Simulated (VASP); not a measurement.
A run of VASP 6.6.1 is set up as follows.

INCAR

```
PREC = Accurate
ENCUT = 600
EDIFF = 1E-6
ISMEAR = 0
SIGMA = 0.1
LREAL = False
LASPH = True
NELM = 100
ALGO = Normal
ISIF = 3
LWAVE = False
LCHARG = False
GGA = PE
IBRION = 2
NSW = 90
EDIFFG = -0.04
```

KPOINTS

```
Automatic mesh
0
Gamma
  4 4 4
```

POSCAR

```
HgH3
1.0
    0.0000000000      3.8379685800      3.8379685800
    3.8379685800      0.0000000000      3.8379685800
    3.8379685800      3.8379685800      0.0000000000
Hg H
2 6
Direct
    0.2500000000      0.2500000000      0.2500000000
    0.7500000000      0.7500000000      0.7500000000
    0.1925252300      0.8074747700      0.8074747700
    0.8074747700      0.1925252300      0.1925252300
    0.8074747700      0.1925252300      0.8074747700
    0.1925252300      0.8074747700      0.1925252300
    0.8074747700      0.8074747700      0.1925252300
    0.1925252300      0.1925252300      0.8074747700
```

Potentials or basis: VASP PAW PBE potentials, release 64 (Hg, H).

The run is started by

```sh
$ cat potpaw_PBE.64/Hg/POTCAR potpaw_PBE.64/H/POTCAR > POTCAR
$ mpirun -np 1 vasp_std > vasp.out
```

(1) Estimate the space group after relaxing (to 0.1 Å).

(2) Predict the relaxed cell.

Results:

(1) Fm-3m (No. 225).

(2) a = 4.857 Å, b = 4.857 Å, c = 4.857 Å, α = 60.00°, β = 60.00°, γ = 60.00°.
